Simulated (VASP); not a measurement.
Input of a VASP 6.6.1 run:

INCAR

```
ALGO = Normal
EDIFF = 1E-6
ENCUT = 520
ISIF = 2
ISMEAR = 1
LASPH = True
LCHARG = True
LELF = True
LREAL = False
LVHAR = True
LWAVE = False
NBANDS = 24
NELM = 60
PREC = Accurate
SIGMA = 0.25
```

KPOINTS

```
k-points
0
Gamma
  8 8 8
```

POSCAR

```
BaF3
1.0
   -2.1223900000      2.1223900000      3.4192500000
    2.1223900000     -2.1223900000      3.4192500000
    2.1223900000      2.1223900000     -3.4192500000
Ba F
1 3
Direct
    0.0000000000      0.0000000000      0.0000000000
    0.7500000000      0.2500000000      0.5000000000
    0.2500000000      0.7500000000      0.5000000000
    0.5000000000      0.5000000000      0.0000000000
```

Potentials or basis: VASP PAW LDA potentials, release 64 (Ba_sv, F).

The run is started by

```console
$ cat potpaw_LDA.64/Ba_sv/POTCAR potpaw_LDA.64/F/POTCAR > POTCAR
$ mpirun -np 1 vasp_std > vasp.out
```

Problem. Predict the band gap on the k mesh.

Solution. Zero (an odd number of electrons rules out a gap without spin polarisation).

Problem. Estimate the pressure.

Solution. -5.8 GPa.

Stress tensor (GPa, compression positive):
```
-5.73  0.00  0.00
 0.00 -5.73  0.00
 0.00  0.00 -5.92
```

Caveat: the cell stands under tension; spin-orbit coupling is left out, which moves the levels of the heavy elements; an odd number of electrons without spin polarisation forces a metal; a magnetic or distorted state may lie lower.
